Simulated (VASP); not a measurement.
Write the native input for VASP 6.6.1 that does the following.

* Task: single point
* Functional: PBE
* Potentials or basis: VASP PAW PBE potentials, release 64 (Ge_d, S)
* Cutoff: 520 eV
* k mesh: 4 × 4 × 4
* Occupations: gaussian, width 0.1 eV
* Spin: no spin polarisation
* Dipole correction: no
* Further INCAR settings: ALGO = Normal; EDIFF = 1e-06; NBANDS = 24

The structure of GeS3 lies in POSCAR:

```
GeS3
1.0
    4.1563758852      0.0000000000      0.0000000000
    0.0000000000      4.1563758852      0.0000000000
    0.0000000000      0.0000000000      4.1563758852
Ge S
1 3
Direct
    0.0000000000      0.0000000000      0.0000000000
    0.0000000000      0.5000000000      0.5000000000
    0.5000000000      0.0000000000      0.5000000000
    0.5000000000      0.5000000000      0.0000000000
```

One way to write it, as run:

INCAR

```
PREC     = Accurate       # precision mode
ENCUT    = 520            # plane-wave cutoff, eV
EDIFF    = 1E-6           # SCF threshold, eV
ISMEAR   = 0              # smearing method
SIGMA    = 0.1            # smearing width, eV
LREAL    = False          # projectors in reciprocal space
LASPH    = True           # aspherical terms in the spheres
NELM     = 80             # most SCF steps
ALGO     = Normal         # electronic algorithm
ISIF     = 2              # what is computed and relaxed
LWAVE    = False          # write WAVECAR
LCHARG   = True           # write CHGCAR
GGA      = PE             # functional
LELF     = True           # ELF
LVHAR    = True         
NBANDS   = 24             # bands
```

KPOINTS

```
Automatic mesh
0
Gamma
  4 4 4
```

Potentials or basis: VASP PAW PBE potentials, release 64 (Ge_d, S).

The run is started by

```bash
$ cat potpaw_PBE.64/Ge_d/POTCAR potpaw_PBE.64/S/POTCAR > POTCAR
$ mpirun -np 1 vasp_std > vasp.out
```

Results of the run:

- Pressure: -0.3 GPa
- Band gap on the k mesh: zero (bands 16 and 17 overlap by 1.63 eV)

Caveat: the k points lie up to 0.38 Å⁻¹ apart, too coarse for converged energies and pressures of a metal.

It took 6.4 s on 1 thread of Intel(R) Xeon(R) 6975P-C (Granite Rapids) (shared host), peak memory 0.17 GiB.
